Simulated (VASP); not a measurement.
## Al2GaP3: relaxation of cell and atoms with PBE

The system is Al2GaP3.

```
Al Ga P
1.0
    -3.89604    3.80491    0.03388
     3.95901    3.86788   -0.01543
     2.00029   -1.92201   -8.42391
Al Ga P
4 2 6
Direct
  0.66606 0.50539 0.34551
  0.15131 0.00525 0.31097
  0.32980 0.46913 0.67064
  0.84940 0.00069 0.67195
  0.99385 0.54891 0.00160
  0.48872 0.97662 0.00139
  0.13058 0.28022 0.82769
  0.66329 0.73411 0.83682
  0.48956 0.23485 0.49683
  0.02086 0.74855 0.49909
  0.85905 0.24340 0.16642
  0.35751 0.75289 0.17109
```

* Program: VASP 6.6.1
* Task: relaxation of cell and atoms
* Functional: PBE
* Potentials or basis: VASP PAW PBE potentials, release 64 (Al, Ga_d, P)
* Cutoff: 600 eV
* k mesh: 4 × 4 × 4
* Occupations: gaussian, width 0.1 eV
* Spin: no spin polarisation
* Dipole correction: no
* Further INCAR settings: ALGO = Normal; EDIFF = 1e-07; IBRION = 2; EDIFFG = -0.025; NSW = 80; ISIF = 3

| Item | Value |
| --- | --- |
| Relaxed volume | 20.86 Å³/atom |
| Relaxed cell | a = 5.505 Å, b = 5.506 Å, c = 8.704 Å, α = 90.00°, β = 108.43°, γ = 89.99° |
| Space group after relaxing (to 0.1 Å) | I-4m2 (No. 119) |
| Energy gained by relaxing | 118.6 meV/atom |
| Ionic steps | 19 |
| Pressure after relaxing | 0.0 GPa |
| Largest force after relaxing | 0.020 eV/Å |
| Band gap on the k mesh | 1.64 eV |

Forces on the atoms (eV/Å):
```
Al  -0.009 -0.013  0.006
Al   0.006  0.009  0.010
Al   0.000 -0.002 -0.003
Al   0.015 -0.002 -0.009
Ga  -0.005  0.000  0.006
Ga   0.017  0.004  0.004
P   -0.008  0.010 -0.014
P   -0.019  0.003  0.003
P    0.001 -0.001  0.000
P   -0.006  0.006 -0.003
P    0.006 -0.003 -0.005
P    0.001 -0.010  0.005
```

The path:
| step | energy change (eV) | largest force (eV/Å) | pressure (GPa) | volume (Å³) |
| --- | --- | --- | --- | --- |
| 1 | 0.0000 | 3.2048 | 0.51 | 253.32 |
| 2 | -0.9748 | 1.2984 | -1.50 | 255.70 |
| 3 | -0.9771 | 1.2954 | -1.47 | 255.58 |
| 4 | -1.2737 | 0.5889 | 0.34 | 248.96 |
| 5 | -1.2793 | 0.5710 | 0.68 | 247.97 |
| 6 | -1.3395 | 0.2922 | -0.07 | 250.35 |
| 7 | -1.3480 | 0.3118 | -0.45 | 251.66 |
| 8 | -1.3774 | 0.2949 | 0.01 | 250.27 |
| 9 | -1.3868 | 0.2788 | 0.49 | 248.89 |
| 10 | -1.4070 | 0.1976 | 0.24 | 249.65 |
| 11 | -1.4148 | 0.1608 | -0.03 | 250.49 |
| 12 | -1.4193 | 0.0866 | -0.04 | 250.52 |
| 13 | -1.4203 | 0.0788 | -0.04 | 250.55 |
| 14 | -1.4216 | 0.0776 | 0.02 | 250.35 |
| 15 | -1.4219 | 0.0789 | 0.07 | 250.21 |
| 16 | -1.4229 | 0.0426 | -0.01 | 250.47 |
| 17 | -1.4230 | 0.0526 | -0.06 | 250.61 |
| 18 | -1.4236 | 0.0285 | 0.01 | 250.41 |
| 19 | -1.4237 | 0.0198 | 0.04 | 250.32 |

Final structure:
```
Al Ga P
1.0
    -3.89266    3.89314   -0.00013
     3.89352    3.89378    0.00012
     1.94575   -1.94644   -8.25719
Al Ga P
4 2 6
Direct
  0.66677 0.50015 0.33332
  0.16686 0.99982 0.33361
  0.33330 0.49976 0.66663
  0.83335 0.99963 0.66646
  0.99988 0.50036 0.00006
  0.50005 0.00018 0.00004
  0.16578 0.24997 0.83240
  0.66583 0.75023 0.83252
  0.50020 0.24998 0.49999
  0.99999 0.74974 0.49997
  0.83401 0.24996 0.16748
  0.33396 0.75022 0.16753
```

Levels at points of the mesh, in eV from the valence-band top:
```
           k point  band 30  band 31  band 32  band 33  band 34  band 35  band 36  band 37  band 38  band 39
(0.00, 0.00, 0.00)    -1.79    -1.79    -0.02     0.00     0.00     1.64     1.84     2.18     2.28     2.56
(0.50, 0.00, 0.00)    -1.69    -1.17    -1.17    -0.93    -0.93     3.04     3.04     3.51     3.51     4.06
(0.00, 0.50, 0.00)    -1.47    -1.38    -1.38    -1.37    -1.37     2.58     2.58     3.32     3.32     3.69
(0.50, 0.50, 0.00)    -0.92    -0.86    -0.86    -0.82    -0.81     2.23     2.23     3.42     3.42     3.53
(0.00, 0.00, 0.50)    -1.65    -0.91    -0.91    -0.70    -0.69     1.64     1.66     2.18     2.19     3.21
(0.50, 0.00, 0.50)    -1.69    -1.17    -1.17    -0.94    -0.93     3.04     3.04     3.51     3.51     4.06
(0.00, 0.50, 0.50)    -2.28    -0.89    -0.89    -0.87    -0.87     3.73     3.73     4.19     4.19     4.48
(0.50, 0.50, 0.50)    -0.92    -0.86    -0.86    -0.82    -0.81     2.23     2.23     3.42     3.42     3.53
```

It took 21 min on 4 MPI ranks on Intel(R) Xeon(R) Platinum 8488C (Sapphire Rapids) (shared host), peak memory 0.71 GiB a rank.

A k mesh can miss the band edges.
